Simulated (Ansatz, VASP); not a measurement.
## Mg2Sn: VASP beside Ansatz

```
Mg Sn
1.0
     0.00000    3.39073    3.39073
     3.39073    0.00000    3.39073
     3.39073    3.39073    0.00000
Mg Sn
2 1
Direct
  0.25000 0.25000 0.25000
  0.75000 0.75000 0.75000
  0.00000 0.00000 0.00000
```

Change from the starting cell: volume scaled by 1.01, PAW files.

Alike in both runs: task electric field gradients; functional LDA; k mesh 11 × 11 × 11; occupations fermi-dirac, width 0.08 eV; no spin polarisation.

|  | VASP | Ansatz |
| --- | --- | --- |
| version | VASP 6.6.1 | Ansatz 0.2.0 |
| potentials or method | VASP PAW LDA potentials, release 64 (Mg, Sn_d) | PAW with Ansatz's default frozen-core files, scalar-relativistic |
| plane-wave cutoff (eV) | 520 | 420 |
| valence electrons in the cell | 18 | 34 |

```tsv
	VASP	Ansatz	Ansatz less VASP
pressure (GPa)	-2.5	-2.2	+0.27
```

LDA's correlation is that of Perdew and Zunger in VASP and of Perdew and Wang (1992) in Ansatz. VASP's potentials hold 18 valence electrons a cell and Ansatz's 34, so a difference there can come from the potentials and not from the codes.
